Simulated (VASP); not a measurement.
A run of VASP 6.6.1:

Contents of INCAR:

```
SYSTEM = HfO2
PREC = Accurate ; ENCUT = 520
EDIFF = 1E-6 ; ISMEAR = -1
SIGMA = 0.05 ; LREAL = .FALSE.
LASPH = .TRUE. ; NELM = 60
ALGO = Normal ; ISIF = 2
LWAVE = .FALSE. ; LCHARG = .FALSE.
GGA = PE ; NBANDS = 18
```

The input KPOINTS:

```
regular mesh
0
G
  11 11 11
  0 0 0
```

Contents of POSCAR:

```
HfO2
1.0
    0.0000000000      2.2843799404      2.2843799404
    2.2843799404      0.0000000000      2.2843799404
    2.2843799404      2.2843799404      0.0000000000
Hf O
1 2
Direct
    0.0000000000      0.0000000000      0.0000000000
    0.2500000000      0.2500000000      0.2500000000
    0.7500000000      0.7500000000      0.7500000000
```

Potentials or basis: VASP PAW PBE potentials, release 64 (Hf_pv, O).

The run is started by

```bash
$ cat potpaw_PBE.64/Hf_pv/POTCAR potpaw_PBE.64/O/POTCAR > POTCAR
$ mpirun -np 1 vasp_std > vasp.out
```

Hardware: 1 thread of Intel(R) Xeon(R) 6975P-C (Granite Rapids), on a shared host.

Problem. How long does it take, and how much memory?

Solution. Wall time 15 s on 1 thread of Intel(R) Xeon(R) 6975P-C (Granite Rapids), with other jobs on the host, peak memory 0.15 GiB. Counts: scf iterations 14, k points 56.
